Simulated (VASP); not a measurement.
Input of a VASP 6.6.1 run:

INCAR

```
SYSTEM = InGaSe
PREC = Accurate ; ENCUT = 600
EDIFF = 1E-6 ; ISMEAR = 0
SIGMA = 0.1 ; LREAL = .False.
LASPH = .True. ; NELM = 100
ALGO = Normal ; ISIF = 3
LWAVE = .False. ; LCHARG = .False.
GGA = PE ; IBRION = 2
NSW = 90 ; EDIFFG = -0.04
```

The input KPOINTS:

```
Automatic mesh
0
Gamma
  6 6 4
  0 0 0
```

The input POSCAR:

```
InGaSe
1.0
    3.5120604900      0.0000000000      0.0000000000
    0.0000000000      3.5120604900      0.0000000000
    0.0000000000      0.0000000000      6.0121803500
In Ga Se
1 1 1
Direct
    0.0000000000      0.0000000000      0.0000000000
    0.5000000000      0.5000000000      0.0000000000
    0.5000000000      0.5000000000      0.5000000000
```

Potentials or basis: VASP PAW PBE potentials, release 64 (In_d, Ga_d, Se).

Run with:

```console
$ cat potpaw_PBE.64/In_d/POTCAR potpaw_PBE.64/Ga_d/POTCAR potpaw_PBE.64/Se/POTCAR > POTCAR
$ mpirun -np 1 vasp_std > vasp.out
```

**Question.** Estimate the relaxed cell.

**Answer.** a = 4.101 Å, b = 4.101 Å, c = 5.004 Å, α = 90.00°, β = 90.00°, γ = 90.00°.

**Question.** Predict the space group after relaxing (to 0.05 Å).

**Answer.** P4/mmm (No. 123).

The path:
```
step  energy change (eV)  largest force (eV/Å)  pressure (GPa)  volume (Å³)
   1              0.0000                0.0000           10.27        74.16
   2             -1.3474                0.0000           -3.42        91.18
   3             -1.4256                0.0000           -3.99        94.23
   4             -1.5222                0.0000           -3.91       100.26
   5             -1.6530                0.0000            1.33        90.48
   6             -1.7359                0.0000           -1.09        93.90
   7             -1.7585                0.0000           -0.78        91.13
   8             -1.7947                0.0000           -0.23        84.99
   9             -1.7932                0.0000            0.40        82.64
  10             -1.7957                0.0000           -0.06        84.16
```
